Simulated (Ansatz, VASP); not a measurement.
## Two plane-wave programs on BaTiO3

POSCAR

```
BaTiO3
1.0
    3.9905929700      0.0000000000      0.0000000000
    0.0214587600      7.9811660100      0.0000000000
    0.0107293800      0.0106995000      3.9905630800
Ba Ti O
2 2 6
Direct
    0.0000000000      0.0000000000      0.0000000000
    0.0000000000      0.5000000000      0.0000000000
    0.4864000000      0.2432000000      0.4864000000
    0.4864000000      0.7432000000      0.4864000000
    0.5093000000      0.2546500000      0.0181000000
    0.5093000000      0.7546500000      0.0181000000
    0.0181000000      0.2546500000      0.5093000000
    0.0181000000      0.7546500000      0.5093000000
    0.5093000000      0.0090500000      0.5093000000
    0.5093000000      0.5090500000      0.5093000000
```

INCAR.step1

```
SYSTEM = BaTiO3
PREC = Accurate ; ENCUT = 520
ISMEAR = -5 ; SIGMA = 0.1
LREAL = .FALSE. ; LASPH = .TRUE.
NELM = 60 ; NBANDS = 51
GGA = PE ; ALGO = Normal
EDIFF = 1E-4 ; LWAVE = .TRUE.
LCHARG = .FALSE.
```

INCAR.step2

```
SYSTEM = BaTiO3
PREC = Accurate ; ENCUT = 520
EDIFF = 1E-6 ; ISMEAR = -5
SIGMA = 0.1 ; LREAL = .FALSE.
LASPH = .TRUE. ; NELM = 60
ALGO = Normal ; ISIF = 2
LWAVE = .FALSE. ; LCHARG = .TRUE.
METAGGA = R2SCAN ; LMIXTAU = .TRUE.
LELF = .TRUE. ; LVHAR = .TRUE.
NBANDS = 51 ; ISTART = 1
```

Contents of KPOINTS:

```
regular mesh
0
G
  6 3 6
  0 0 0
```

Input for Ansatz:

```yaml
crystal:
  lattice:
    - [3.99059297, 0.0, 0.0]
    - [0.02145876, 7.98116601, 0.0]
    - [0.01072938, 0.0106995, 3.99056308]
  atoms:
    - { symbol: Ba, position: [0.0, 0.0, 0.0] }
    - { symbol: Ba, position: [0.0, 0.5, 0.0] }
    - { symbol: Ti, position: [0.4864, 0.2432, 0.4864] }
    - { symbol: Ti, position: [0.4864, 0.7432, 0.4864] }
    - { symbol: O, position: [0.5093, 0.25465, 0.0181] }
    - { symbol: O, position: [0.5093, 0.75465, 0.0181] }
    - { symbol: O, position: [0.0181, 0.25465, 0.5093] }
    - { symbol: O, position: [0.0181, 0.75465, 0.5093] }
    - { symbol: O, position: [0.5093, 0.00905, 0.5093] }
    - { symbol: O, position: [0.5093, 0.50905, 0.5093] }
  symmetry: { tolerance: 0.0003 }
kpoints:
  mp_grid: { grid: [6, 3, 6], shift: [0, 0, 0] }
  band_path:
    path:
      - [0.0, 0.0, 0.0]
      - [0.5, 1.0, 0.5]
      - [0.50267404, 0.9946519, 0.5]
      - [0.49999932, -0.99465328, 0.49732574]
      - [0.49999971, -5.8e-07, 1.8e-07]
      - [0.0, 0.0, 0.0]
      - [0.49866235, -0.99732721, 7.0e-08]
      - [0.50133668, -6.9e-07, 0.49866287]
      - [0.49999966, -6.9e-07, 0.49999989]
      - [0.0, 0.0, 0.0]
    npoints: 6
magnetization:
  spin_polarized: false
scf:
  occupations: { method: tetrahedron }
  lower_state_search: "off"
  max_iter: 200
hamiltonian:
  pseudopotentials: { kind: paw }
  xc: r2scan
basis:
  ecutwfc: 500
  fft_grid_basis: typed
output:
  forces: true
  stress: true
  eigenvalues: true
  bader: true
  populations: true
  elf: true
  write_potential: true
  volumetric_format: npy
  dos:
    e_range: [-12, 8]
    de: 0.05
    projected: { site_lists: { Ba: [Ba], O: [O], Ti: [Ti] } }
checkpoint:
  read: saved_state
```

Alike in both runs: task single point; functional r2SCAN; k mesh 6 × 3 × 6; occupations tetrahedron; no spin polarisation.

```csv
,VASP,Ansatz
version,VASP 6.6.1,Ansatz 0.2.0
potentials or method,"VASP PAW PBE potentials, release 64 (Ba_sv, Ti_sv, O), cutoff 520 eV",PAW plane waves
valence electrons in the cell,80,80
```

Ansatz gave:

- gap on the k mesh at the Fermi level (eV): 2.78
- pressure (GPa): 3.6
- traceless stress, the component that is largest in VASP (GPa): -0.07
- rms of the force components (eV/Å): 0.056

Q: Which values does VASP return?

A: gap on the k mesh at the Fermi level (eV): 2.76; pressure (GPa): 5.7; traceless stress, the component that is largest in VASP (GPa): -0.11; rms of the force components (eV/Å): 0.109.

VASP's potentials were made for PBE, not for r2SCAN. Atom by atom the forces differ by 0.060 eV/Å (rms over components). Ansatz's warnings: band table not solved further, product built on unsolved table, structure snapped to symmetry, tetrahedron derivatives may miss energy slope.

Spin-orbit coupling is off throughout.
